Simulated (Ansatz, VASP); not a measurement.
## Two plane-wave programs on CO2

File INCAR:

```
PREC     = Accurate       # precision mode
ENCUT    = 520            # plane-wave cutoff, eV
EDIFF    = 1E-6           # SCF threshold, eV
ISMEAR   = 0              # smearing method
SIGMA    = 0.05           # smearing width, eV
LREAL    = False          # projectors in reciprocal space
LASPH    = True           # aspherical terms in the spheres
NELM     = 60             # most SCF steps
ALGO     = Normal         # electronic algorithm
ISIF     = 2              # what is computed and relaxed
LWAVE    = False          # write WAVECAR
LCHARG   = False          # write CHGCAR
GGA      = PE             # functional
NBANDS   = 44             # bands
```

KPOINTS

```
regular mesh
0
Gamma
  4 4 4
```

File POSCAR:

```
CO2
1.0
    6.0577362522      0.0000000000     -0.6814953284
    0.0000000000      6.0577362522      0.0000000000
   -0.6814953284      0.0000000000      5.8760041646
C O
4 8
Direct
    0.0000000000      0.0000000000      0.0000000000
    0.5000000000      0.0000000000      0.5000000000
    0.5000000000      0.5000000000      0.0000000000
    0.0000000000      0.5000000000      0.5000000000
    0.1114834447      0.1114834447      0.1114834447
    0.3885165553      0.8885165553      0.6114834447
    0.6114834447      0.3885165553      0.8885165553
    0.8885165553      0.6114834447      0.3885165553
    0.8885165553      0.8885165553      0.8885165553
    0.6114834447      0.1114834447      0.3885165553
    0.3885165553      0.6114834447      0.1114834447
    0.1114834447      0.3885165553      0.6114834447
```

Input for Ansatz:

```yaml
crystal:
  lattice:
    - [6.0577362522, 0.0, -0.6814953284]
    - [0.0, 6.0577362522, 0.0]
    - [-0.6814953284, 0.0, 5.8760041646]
  atoms:
    - { symbol: C, position: [0.0, 0.0, 0.0] }
    - { symbol: C, position: [0.5, 0.0, 0.5] }
    - { symbol: C, position: [0.5, 0.5, 0.0] }
    - { symbol: C, position: [0.0, 0.5, 0.5] }
    - { symbol: O, position: [0.1114834447, 0.1114834447, 0.1114834447] }
    - { symbol: O, position: [0.3885165553, 0.8885165553, 0.6114834447] }
    - { symbol: O, position: [0.6114834447, 0.3885165553, 0.8885165553] }
    - { symbol: O, position: [0.8885165553, 0.6114834447, 0.3885165553] }
    - { symbol: O, position: [0.8885165553, 0.8885165553, 0.8885165553] }
    - { symbol: O, position: [0.6114834447, 0.1114834447, 0.3885165553] }
    - { symbol: O, position: [0.3885165553, 0.6114834447, 0.1114834447] }
    - { symbol: O, position: [0.1114834447, 0.3885165553, 0.6114834447] }
basis:
  ecutwfc: 520.0
kpoints:
  mp_grid: { grid: [4, 4, 4] }
hamiltonian:
  xc: pbe
scf:
  occupations: { method: gaussian, width: 0.05 }
output:
  forces: true
  stress: true
  eigenvalues: true
```

Change from the starting cell: engineering shear strain xz -0.2250, normal strain along z -0.0300.

Alike in both runs: task single point; functional PBE; k mesh 4 × 4 × 4; occupations gaussian, width 0.05 eV; no spin polarisation.

```csv
,VASP,Ansatz
version,VASP 6.6.1,Ansatz 0.2.0
potentials or method,"VASP PAW PBE potentials, release 64 (C, O), cutoff 520 eV","scalar-relativistic, plane waves, PAW"
valence electrons in the cell,64,64
```

Ansatz gave:

* gap on the k mesh at the Fermi level (eV): 6.45
* least direct gap on the mesh (eV): 6.45
* pressure (GPa): 7.6
* traceless stress, the component that is largest in VASP (GPa): 22.18
* rms of the force components (eV/Å): 5.046

Question: Which values does VASP return?

Answer: gap on the k mesh at the Fermi level (eV): 6.43; least direct gap on the mesh (eV): 6.43; pressure (GPa): 9.2; traceless stress, the component that is largest in VASP (GPa): 22.91; rms of the force components (eV/Å): 5.394.

Atom by atom the forces differ by 0.447 eV/Å (rms over components).

Noted on VASP's run: the standard files for N, O and F lose accuracy on very short bonds.
